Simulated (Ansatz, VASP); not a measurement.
## Al9H: VASP beside Ansatz

File INCAR:

```
PREC = Accurate
ENCUT = 520
EDIFF = 1E-6
ISMEAR = 0
SIGMA = 0.1
LREAL = Auto
LASPH = True
NELM = 60
ALGO = Normal
ISIF = 2
LWAVE = False
LCHARG = True
LDIPOL = True
IDIPOL = 3
DIPOL = 0.5 0.5 0.299
GGA = PE
LELF = True
LVHAR = True
LVACPOTAV = True
NBANDS = 44
```

File KPOINTS:

```
regular mesh
0
Gamma
  5 3 1
```

Contents of POSCAR:

```
Al9H
1.0
    5.7070863106      0.0000000000      0.0000000000
   -1.4267715776      9.7014842380      0.0000000000
    0.0000000000      0.0000000000     22.7903703519
Al H
18 2
Direct
    0.2662216041      0.0648864163      0.1755127248
    0.7662216041      0.0648864163      0.1755127248
    0.3354806058      0.3419224231      0.2192029854
    0.8354806058      0.3419224231      0.2192029854
    0.1493324061      0.5973296244      0.2279410375
    0.6493324061      0.5973296244      0.2279410375
    0.4631842064      0.8527368258      0.2366790896
    0.9631842065      0.8527368258      0.2366790896
    0.0319772093      0.1277109169      0.2808262502
    0.5319772093      0.1277109169      0.2808262502
    0.0997917601      0.4042231294      0.3301071124
    0.5997917601      0.4042231294      0.3301071124
    0.4144000537      0.6596656514      0.3369822081
    0.9144000537      0.6596656514      0.3369822081
    0.2263076916      0.9110819252      0.3449259130
    0.7263076916      0.9110819252      0.3449259130
    0.2962427243      0.1814072004      0.3857054631
    0.7962427243      0.1814072004      0.3857054631
    0.6062643800      0.3914885899      0.4475736986
    0.6062643800      0.4577756274      0.4475736986
```

Input for Ansatz:

```yaml
crystal:
  lattice:
    - [5.7070863106, 0.0, 0.0]
    - [-1.4267715776, 9.701484238, 0.0]
    - [0.0, 0.0, 22.7903703519]
  atoms:
    - { symbol: Al, position: [0.2662216041, 0.0648864163, 0.1755127248] }
    - { symbol: Al, position: [0.7662216041, 0.0648864163, 0.1755127248] }
    - { symbol: Al, position: [0.3354806058, 0.3419224231, 0.2192029854] }
    - { symbol: Al, position: [0.8354806058, 0.3419224231, 0.2192029854] }
    - { symbol: Al, position: [0.1493324061, 0.5973296244, 0.2279410375] }
    - { symbol: Al, position: [0.6493324061, 0.5973296244, 0.2279410375] }
    - { symbol: Al, position: [0.4631842064, 0.8527368258, 0.2366790896] }
    - { symbol: Al, position: [0.9631842065, 0.8527368258, 0.2366790896] }
    - { symbol: Al, position: [0.0319772093, 0.1277109169, 0.2808262502] }
    - { symbol: Al, position: [0.5319772093, 0.1277109169, 0.2808262502] }
    - { symbol: Al, position: [0.0997917601, 0.4042231294, 0.3301071124] }
    - { symbol: Al, position: [0.5997917601, 0.4042231294, 0.3301071124] }
    - { symbol: Al, position: [0.4144000537, 0.6596656514, 0.3369822081] }
    - { symbol: Al, position: [0.9144000537, 0.6596656514, 0.3369822081] }
    - { symbol: Al, position: [0.2263076916, 0.9110819252, 0.344925913] }
    - { symbol: Al, position: [0.7263076916, 0.9110819252, 0.344925913] }
    - { symbol: Al, position: [0.2962427243, 0.1814072004, 0.3857054631] }
    - { symbol: Al, position: [0.7962427243, 0.1814072004, 0.3857054631] }
    - { symbol: H, position: [0.60626438, 0.3914885899, 0.4475736986] }
    - { symbol: H, position: [0.60626438, 0.4577756274, 0.4475736986] }
basis:
  ecutwfc: 420
kpoints:
  mp_grid: { grid: [5, 3, 1] }
hamiltonian:
  xc: pbe
  pseudopotentials: { kind: paw, azcp: { folder: soft_1 } }
scf:
  occupations: { method: gaussian, width: 0.1 }
output:
  forces: true
  eigenvalues: true
efield:
  axis: 3
  dipole_correction: true
  ramp_width: 0.04
```

Alike in both runs: task single point; functional PBE; k mesh 5 × 3 × 1; occupations gaussian, width 0.1 eV; no spin polarisation.

|  | VASP | Ansatz |
| --- | --- | --- |
| version | VASP 6.6.1 | Ansatz 0.2.0 |
| potentials or method | VASP PAW PBE potentials, release 64 (Al, H), cutoff 520 eV | scalar-relativistic, plane waves, PAW |
| valence electrons in the cell | 56 | 56 |

VASP gave:

- gap on the k mesh at the Fermi level (eV): none
- rms of the force components (eV/Å): 0.925
- work function, face that differs most (eV): 4.18

Question: Estimate Ansatz's values.

Answer: gap on the k mesh at the Fermi level (eV): none; rms of the force components (eV/Å): 0.919; work function, face that differs most (eV): 4.18.

Atom by atom the forces differ by 0.006 eV/Å (rms over components). A gap of «none» marks a metal or a gap that the smearing closes.
